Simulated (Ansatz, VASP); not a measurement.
One calculation of Al, two programs

The input INCAR:

```
SYSTEM = Al
  PREC = Accurate
  ENCUT = 500
  EDIFF = 1E-7
  ISMEAR = -1
  SIGMA = 0.1
  LREAL = .False.
  LASPH = .True.
  NELM = 120
  ALGO = Normal
  ISIF = 3
  LWAVE = .False.
  LCHARG = .False.
  GGA = PS
  IBRION = 2
  NSW = 80
  EDIFFG = -0.01
  GGA_COMPAT = .False.
  NELMIN = 4
```

The input KPOINTS:

```
regular mesh
0
Gamma
  14 14 14
  0 0 0
```

The input POSCAR:

```
Al
1.0
    0.0000000000      2.0248050000      2.0248050000
    2.0248050000      0.0000000000      2.0248050000
    2.0248050000      2.0248050000      0.0000000000
Al
1
Direct
    0.0000000000      0.0000000000      0.0000000000
```

Input for Ansatz:

```yaml
crystal:
  lattice:
    bravais: fcc
    a: 4.04961
  space_group: 225
  atoms:
    - { symbol: Al, position: [0.0, 0.0, 0.0] }
  reduce_to_primitive: true
basis:
  ecutwfc: 462.593566181796
kpoints:
  mp_grid:
    grid: [14, 14, 14]
hamiltonian:
  xc: pbesol
scf:
  occupations:
    method: fermi_dirac
    width: 0.1
relax:
  cell:
    stress_tol: 0.1
```

Alike in both runs: task relaxation of cell and atoms; functional PBEsol; k mesh 14 × 14 × 14; occupations fermi-dirac, width 0.1 eV; no spin polarisation.

|  | VASP | Ansatz |
| --- | --- | --- |
| version | VASP 6.6.1 | Ansatz 0.2.0 |
| potentials or method | VASP PAW PBE potentials, release 64 (Al), cutoff 500 eV | plane waves, PAW |
| valence electrons in the cell | 3 | 3 |

Ansatz gave:

| Item | Value |
| --- | --- |
| relaxed volume (Å³/atom) | 16.16 |
| relaxed cell length with the largest relative difference (Å) | 2.838 |

Estimate VASP's values.

relaxed volume (Å³/atom): 16.17; relaxed cell length with the largest relative difference (Å): 2.838.

VASP's potentials were made for PBE, not for PBEsol.
